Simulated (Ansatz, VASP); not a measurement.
# Two plane-wave programs on CsI

Contents of POSCAR:

```
CsI
1.0
    4.6080831759      0.0000000000      0.0000000000
    0.0000000000      4.6080831759      0.0000000000
    0.0000000000      0.0000000000      4.6080831759
Cs I
1 1
Direct
    0.0000000000      0.0000000000      0.0000000000
    0.5000000000      0.5000000000      0.5000000000
```

File INCAR.step1:

```
PREC     = Accurate       # precision mode
ENCUT    = 400            # plane-wave cutoff, eV
EDIFF    = 1E-5           # SCF threshold, eV
ISMEAR   = 0              # smearing method
SIGMA    = 0.01           # smearing width, eV
LREAL    = F              # projectors in reciprocal space
LASPH    = T              # aspherical terms in the spheres
NELM     = 120            # most SCF steps
ALGO     = Normal         # electronic algorithm
ISIF     = 2              # what is computed and relaxed
LWAVE    = T              # write WAVECAR
GGA      = PE             # functional
NBANDS   = 15             # bands
GGA_COMPAT= F
```

INCAR.step2

```
PREC     = Accurate       # precision mode
ENCUT    = 400            # plane-wave cutoff, eV
EDIFF    = 1E-6           # SCF threshold, eV
ISMEAR   = 0              # smearing method
SIGMA    = 0.01           # smearing width, eV
LREAL    = F              # projectors in reciprocal space
LASPH    = T              # aspherical terms in the spheres
NELM     = 120            # most SCF steps
ALGO     = Normal         # electronic algorithm
ISIF     = 2              # what is computed and relaxed
LWAVE    = F              # write WAVECAR
LCHARG   = T              # write CHGCAR
GGA      = PE             # functional
LHFCALC  = T              # exact exchange
AEXX     = 0.4            # exact-exchange fraction
HFSCREEN = 0.2078         # screening, 1/A
PRECFOCK = Normal       
LELF     = T              # ELF
LVHAR    = T            
ISTART   = 1            
NBANDS   = 15             # bands
GGA_COMPAT= F
```

File KPOINTS:

```
regular mesh
0
Gamma
  4 4 4
```

Input for Ansatz:

```yaml
crystal:
  lattice:
    - [4.6080831759, 0.0, 0.0]
    - [0.0, 4.6080831759, 0.0]
    - [0.0, 0.0, 4.6080831759]
  atoms:
    - { symbol: Cs, position: [0.0, 0.0, 0.0] }
    - { symbol: I, position: [0.5, 0.5, 0.5] }
kpoints:
  mp_grid: { grid: [4, 4, 4] }
hamiltonian:
  xc:
    exchange: pbe
    correlation: pbe
    exx: { coeff: 0.4, omega: 0.2078 }
scf:
  occupations: { method: fixed }
  n_extra_bands: 4
output:
  forces: true
  stress: true
  eigenvalues: true
```

Alike in both runs: task single point; functional PBE-based screened hybrid; k mesh 4 × 4 × 4; no spin polarisation.

|  | VASP | Ansatz |
| --- | --- | --- |
| version | VASP 6.6.1 | Ansatz 0.2.0 |
| potentials or method | VASP PAW PBE potentials, release 64 (Cs_sv, I) | plane waves |
| plane-wave cutoff (eV) | 400 | 420 |
| occupations | gaussian, width 0.01 eV | fixed |
| valence electrons in the cell | 16 | 26 |

|  | VASP | Ansatz | Ansatz less VASP |
| --- | --- | --- | --- |
| gap on the k mesh at the Fermi level (eV) | 5.39 | 5.41 | +0.020 |
| pressure (GPa) | 0.0 | 0.1 | +0.03 |

VASP's potentials were made for PBE, not for PBE-based screened hybrid. VASP's potentials hold 16 valence electrons a cell and Ansatz's 26, so a difference there can come from the potentials and not from the codes. Ansatz's warnings: stress exchange threshold loose, stress scf threshold loose.

Spin-orbit coupling is off throughout.
